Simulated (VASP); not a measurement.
# CsPbBr3 (R-3m) in VASP: notebook, part 2 of 2

VASP 6.6.1. Earlier steps stand in the parts before.

### Step 4. Single point, PBEsol

This run uses another cell than the first one, of the same volume but with other edges.

The input, INCAR:

```
SYSTEM = CsPbBr3
PREC = Accurate
ENCUT = 520
EDIFF = 1E-7
ISMEAR = 0
SIGMA = 0.05
LREAL = .False.
LASPH = .True.
NELM = 100
ALGO = Normal
ISIF = 2
LWAVE = .False.
LCHARG = .False.
GGA = PS
NBANDS = 30
```

The input, KPOINTS:

```
Automatic mesh
0
Gamma
  6 6 6
  0 0 0
```

The input, POSCAR:

```
CsPbBr3
1.0
    6.1631138024     -1.2326227605     -1.2326227605
   -1.2326227605      6.1631138024     -1.2326227605
   -1.2326227605     -1.2326227605      6.1631138024
Cs Pb Br
1 1 3
Direct
    0.0000000000      0.0000000000      0.0000000000
    0.5000000000      0.5000000000      0.5000000000
    0.0000000000      0.5000000000      0.5000000000
    0.5000000000      0.0000000000      0.5000000000
    0.5000000000      0.5000000000      0.0000000000
```

Run with:

```bash
> cat potpaw_PBE.64/Cs_sv/POTCAR potpaw_PBE.64/Pb_d/POTCAR potpaw_PBE.64/Br/POTCAR > POTCAR
> mpirun -np 1 vasp_std > vasp.out
```

Run time: 3.4 min. Hardware: 1 thread of Intel Xeon Platinum 8375C at 2.90GHz (Ice Lake), shared host; peak memory 0.44 GiB.

The run converged. Its results:

```yaml
Free_energy: -14.3250 eV
Pressure: -0.9 GPa
Band_gap_on_the_k_mesh: 0.05 eV, indirect (least direct gap 0.17 eV)
```

Stress tensor (GPa, compression positive):
```
-0.85  3.63  3.63
 3.63 -0.85  3.63
 3.63  3.63 -0.85
```

Levels at points of the mesh, in eV from the valence-band top:
```
           k point  band 18  band 19  band 20  band 21  band 22  band 23  band 24  band 25  band 26  band 27
(0.00, 0.00, 0.00)    -1.46    -1.46    -0.49     0.00     0.00     3.34     4.07     4.14     4.14     4.72
(0.50, 0.00, 0.00)    -1.34    -1.14    -1.09    -1.03    -0.17     0.48     2.96     4.07     5.53     6.19
(0.50, 0.00, 0.50)    -1.31    -1.24    -1.21    -0.99    -0.11     1.61     2.19     3.97     5.31     5.49
(0.50, 0.50, 0.50)    -1.31    -0.91    -0.22    -0.19    -0.19     0.05     1.11     1.11     5.78     5.79
```

Caveat: the PAW data sets were made with another functional, which shifts forces and pressure a little; spin-orbit coupling is left out, which moves the levels of the heavy elements. A k mesh can miss the band edges.

### Step 5. Single point, PBEsol

This run uses another cell than the first one, of the same volume but with other edges.

The input, INCAR:

```
ALGO = Normal ; EDIFF = 1E-6
ENCUT = 520 ; GGA = PS
ISIF = 2 ; ISMEAR = 0
LASPH = True ; LCHARG = False
LREAL = False ; LWAVE = False
NBANDS = 30 ; NELM = 100
PREC = Accurate ; SIGMA = 0.05
```

The input, KPOINTS:

```
k-points
0
Gamma
  6 6 6
```

POSCAR: that of step 4 with these lines changed.

```diff
@@ -2,5 +2,5 @@
 1.0
-    6.1631138024     -1.2326227605     -1.2326227605
-   -1.2326227605      6.1631138024     -1.2326227605
-   -1.2326227605     -1.2326227605      6.1631138024
+    5.9438342180     -0.6360560602     -0.6360560602
+   -0.6360560602      5.9438342180     -0.6360560602
+   -0.6360560602     -0.6360560602      5.9438342180
 Cs Pb Br
```

Potentials or basis: VASP PAW PBE potentials, release 64 (Cs_sv, Pb_d, Br).

Run with:

```bash
> cat potpaw_PBE.64/Cs_sv/POTCAR potpaw_PBE.64/Pb_d/POTCAR potpaw_PBE.64/Br/POTCAR > POTCAR
> mpirun -np 1 vasp_std > vasp.out
```

OUTCAR:

```text
EDIFF = 1E-6
   ENCUT = 520
   GGA = PS
   ISIF = 2
   ISMEAR = 0
   LASPH = True
   LREAL = False
   NELM = 100
   PREC = Accurate

 ion  position               nearest neighbor table
   1  0.000  0.000  0.000-
   2  0.500  0.500  0.500-   3 3.01   4 3.01   5 3.01   5 3.01   4 3.01   3 3.01
   3  0.000  0.500  0.500-   2 3.01   2 3.01
   4  0.500  0.000  0.500-   2 3.01   2 3.01
   5  0.500  0.500  0.000-   2 3.01   2 3.01

  LATTYP: Found a trigonal (rhomboedric) cell.
 ALAT       =     6.0115139386
 COS(alpha) =    -0.1980352222

  Lattice vectors:

 A1 = (   5.9438342180,  -0.6360560602,  -0.6360560602)
 A2 = (  -0.6360560602,   5.9438342180,  -0.6360560602)
 A3 = (  -0.6360560602,  -0.6360560602,   5.9438342180)

Analysis of symmetry for initial positions (statically):
=====================================================================
 Subroutine PRICEL returns:
 Original cell was already a primitive cell.

[... 170 lines left out ...]
  ext. energy  EPLUGINS =         0.00000000
  ---------------------------------------------------
  free energy    TOTEN  =       -16.33758901 eV

  energy without entropy =      -16.33758901  energy(sigma->0) =      -16.33758901

 E-fermi :   0.8190     XC(G=0):  -7.7964

 val. band max:        0.6163254855   @ k =   0.5000   0.5000   0.5000
 cond. band min:       1.5244818531   @ k =   0.5000   0.5000   0.5000
 fundamental gap:      0.9081563677
 Fermi energy:         0.8189991039

 k-point     1 :       0.0000    0.0000    0.0000
  band No.  band energies     occupation
      1     -20.2824      2.00000
      2     -15.9343      2.00000
      3     -15.9343      2.00000
      4     -15.9044      2.00000
      5     -15.8063      2.00000
      6     -15.8063      2.00000
[... 781 lines left out ...]
     29       6.9461      0.00000
     30       7.0906      0.00000

 [... further k-points ...]
[... 5 lines left out ...]
  --------------------------------------------------------------------------------------
  -------------------------------------------------------------------------------------
  Total       -0.5874718     -0.5874718     -0.5874718      1.5287740      1.5287740      1.5287740
  in kB       -4.6535388     -4.6535388     -4.6535388     12.1098723     12.1098723     12.1098723
  external PRESSURE =      -4.6535388 kB  Pullay stress =       0.0000000 kB

 VOLUME and BASIS-vectors are now :
 -----------------------------------------------------------------------------
  energy-cutoff  :      520.00
  volume of cell :      202.26
      direct lattice vectors                 reciprocal lattice vectors
     5.943834218 -0.636056060 -0.636056060     0.172670088  0.020691870  0.020691870
    -0.636056060  5.943834218 -0.636056060     0.020691870  0.172670088  0.020691870
    -0.636056060 -0.636056060  5.943834218     0.020691870  0.020691870  0.172670088

 POSITION                                       TOTAL-FORCE (eV/Angst)
 -----------------------------------------------------------------------------------
      0.00000      0.00000      0.00000         0.000000      0.000000      0.000000
      2.33586      2.33586      2.33586        -0.000000      0.000000     -0.000000
     -0.63606      2.65389      2.65389         0.000000     -0.000000      0.000000
      2.65389     -0.63606      2.65389         0.000000     -0.000000      0.000000
      2.65389      2.65389     -0.63606         0.000000     -0.000000      0.000000
 -----------------------------------------------------------------------------------
    total drift:                                0.000000     -0.000000     -0.000000

  FREE ENERGIE OF THE ION-ELECTRON SYSTEM (eV)
  ---------------------------------------------------
  free  energy   TOTEN  =       -16.3375890134 eV

  energy  without entropy=      -16.3375890134  energy(sigma->0) =      -16.33758901
```

It took 3.1 min on 1 thread of Intel Xeon Platinum 8375C at 2.90GHz (Ice Lake), shared host; peak memory 0.44 GiB.

Results:

```
Free energy            : -16.3376 eV
Pressure               : -0.5 GPa
Band gap on the k mesh : 0.91 eV, direct
```

Stress tensor (GPa, compression positive):
```
-0.47  1.21  1.21
 1.21 -0.47  1.21
 1.21  1.21 -0.47
```

Caveat: the PAW data sets were made with another functional, which shifts forces and pressure a little; spin-orbit coupling is left out, which moves the levels of the heavy elements. A k mesh can miss the band edges.

### Step 6. Single point, PBEsol

This run uses another cell than the first one, of the same volume but with other edges.

The input, INCAR:

```
ALGO = Normal
EDIFF = 1E-7
ENCUT = 520
GGA = PS
ISIF = 2
ISMEAR = 0
LASPH = T
LCHARG = T
LELF = T
LREAL = F
LVHAR = T
LWAVE = F
NBANDS = 30
NELM = 100
PREC = Accurate
SIGMA = 0.05
```

KPOINTS is that of step 5.

POSCAR: that of step 5 with these lines changed.

```diff
@@ -2,5 +2,5 @@
 1.0
-    5.9438342180     -0.6360560602     -0.6360560602
-   -0.6360560602      5.9438342180     -0.6360560602
-   -0.6360560602     -0.6360560602      5.9438342180
+    5.8738967889      0.1525687478      0.1525687478
+    0.1525687478      5.8738967889      0.1525687478
+    0.1525687478      0.1525687478      5.8738967889
 Cs Pb Br
```

Potentials or basis: VASP PAW PBE potentials, release 64 (Cs_sv, Pb_d, Br).

Run with:

```bash
> cat potpaw_PBE.64/Cs_sv/POTCAR potpaw_PBE.64/Pb_d/POTCAR potpaw_PBE.64/Br/POTCAR > POTCAR
> mpirun -np 1 vasp_std > vasp.out
```

Run time: 4.6 min. Hardware: 1 thread of AMD EPYC 7R43 (Zen 3), shared host; peak memory 0.4 GiB.

The run converged. Its results:

- Free energy: -16.7874 eV
- Pressure: 0.0 GPa
- Band gap on the k mesh: 1.37 eV, direct

Stress tensor (GPa, compression positive):
```
 0.00 -0.21 -0.21
-0.21  0.00 -0.21
-0.21 -0.21  0.00
```

Levels at points of the mesh, in eV from the valence-band top:
| k point | band 18 | band 19 | band 20 | band 21 | band 22 | band 23 | band 24 | band 25 | band 26 | band 27 |
| --- | --- | --- | --- | --- | --- | --- | --- | --- | --- | --- |
| (0.00, 0.00, 0.00) | -2.23 | -2.16 | -2.03 | -1.88 | -1.88 | 2.92 | 4.03 | 4.03 | 4.75 | 4.75 |
| (0.50, 0.00, 0.00) | -2.27 | -2.27 | -2.26 | -1.97 | -1.42 | 2.49 | 4.38 | 4.90 | 4.96 | 5.26 |
| (0.50, 0.50, 0.00) | -2.40 | -2.33 | -2.26 | -1.62 | -0.70 | 1.95 | 2.06 | 4.80 | 5.12 | 5.54 |
| (0.50, 0.50, 0.50) | -2.26 | -1.65 | -1.59 | -1.59 | 0.00 | 1.37 | 1.37 | 1.60 | 4.44 | 5.01 |

Caveat: the PAW data sets were made with another functional, which shifts forces and pressure a little; spin-orbit coupling is left out, which moves the levels of the heavy elements. A k mesh can miss the band edges.

### Step 7. The runs side by side

| cell | gap on the mesh (eV) | pressure (GPa) |
| --- | --- | --- |
| a = 6.589 Å, angles 60.0°, 5 atoms | - | 1.8 |
| a = 6.036 Å, angles 75.7°, 5 atoms | 1.56 | -0.2 |
| a = 6.405 Å, angles 109.5°, 5 atoms | 0.05 | -0.9 |
| a = 6.012 Å, angles 101.4°, 5 atoms | 0.91 | -0.5 |
| a = 5.878 Å, angles 87.0°, 5 atoms | 1.37 | 0.0 |

Alike in all rows: task single point; level PBEsol; potentials or basis VASP PAW PBE potentials, release 64 (Cs_sv, Pb_d, Br); no spin polarisation; k mesh 6 × 6 × 6; cutoff (eV) 520; smearing gaussian 0.05 eV.

Caveats: the PAW data sets were made with another functional, which shifts forces and pressure a little; spin-orbit coupling is left out, which moves the levels of the heavy elements.

Total energies depend on the potentials used, so only differences within one code and one set of settings carry meaning.
